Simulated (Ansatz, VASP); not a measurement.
RbGe5: VASP beside Ansatz

```xyz
6
Lattice="4.8391 0.0000 0.0000 -2.4195 4.1908 0.0000 0.0000 0.0000 7.6356" Properties=species:S:1:pos:R:3 pbc="T T T"
Rb    0.0000    0.0000    0.0000
Ge    0.0000    2.7939    2.5575
Ge    0.0000    2.7939    5.0781
Ge    2.4195    1.3969    5.0781
Ge    2.4195    1.3969    2.5575
Ge    0.0000    0.0000    3.8178
```

Alike in both runs: functional PBE; k mesh 6 × 6 × 2; occupations gaussian, width 0.1 eV; no spin polarisation.

Ansatz relaxed the structure, and its values are those at the end. VASP's run is a single point on that final structure, the one shown.

|  | VASP | Ansatz |
| --- | --- | --- |
| version | VASP 6.6.1 | Ansatz 0.2.0 |
| potentials or method | VASP PAW PBE potentials, release 64 (Rb_sv, Ge_d), cutoff 520 eV | scalar-relativistic, plane waves, PAW |
| valence electrons in the cell | 79 | 79 |

```csv
,VASP,Ansatz,Ansatz less VASP
gap on the k mesh at the Fermi level (eV),none,none,-
pressure (GPa),0.0,0.0,0.00
```

A gap of «none» marks a metal or a gap that the smearing closes.

The k mesh is coarse, so the values compare programs but aren't converged.
